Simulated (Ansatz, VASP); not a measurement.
## One calculation of Te2Mo, two programs

```
Te Mo
1.0
     3.47289    0.00000    0.00000
    -1.73644    3.00761    0.00000
     0.00000    0.00000   13.76869
Te Mo
4 2
Cartesian
  0.0000 2.0051 8.5302
  1.7364 1.0025 1.6459
  1.7364 1.0025 5.2384
  0.0000 2.0051 12.1228
  0.0000 2.0051 3.4422
  1.7364 1.0025 10.3265
```

Alike in both runs: functional LDA; k mesh 12 × 12 × 2; occupations gaussian, width 0.02 eV; no spin polarisation.

Ansatz relaxed the structure, and its values are those at the end. VASP's run is a single point on that final structure, the one shown.

|  | VASP | Ansatz |
| --- | --- | --- |
| version | VASP 6.6.1 | Ansatz 0.2.0 |
| potentials or method | VASP PAW LDA potentials, release 64 (Te, Mo_sv), cutoff 520 eV | scalar-relativistic, plane waves, PAW |
| valence electrons in the cell | 52 | 92 |

```csv
,VASP,Ansatz,Ansatz less VASP
gap on the k mesh at the Fermi level (eV),0.68,0.70,+0.011
least direct gap on the mesh (eV),1.10,1.10,-0.001
pressure (GPa),0.3,0.0,-0.29
rms of the force components (eV/Å),0.025,0.002,-0.0236
```

LDA's correlation is that of Perdew and Zunger in VASP and of Perdew and Wang (1992) in Ansatz. VASP's potentials hold 52 valence electrons a cell and Ansatz's 92, so a difference there can come from the potentials and not from the codes.

Spin-orbit coupling is off throughout.
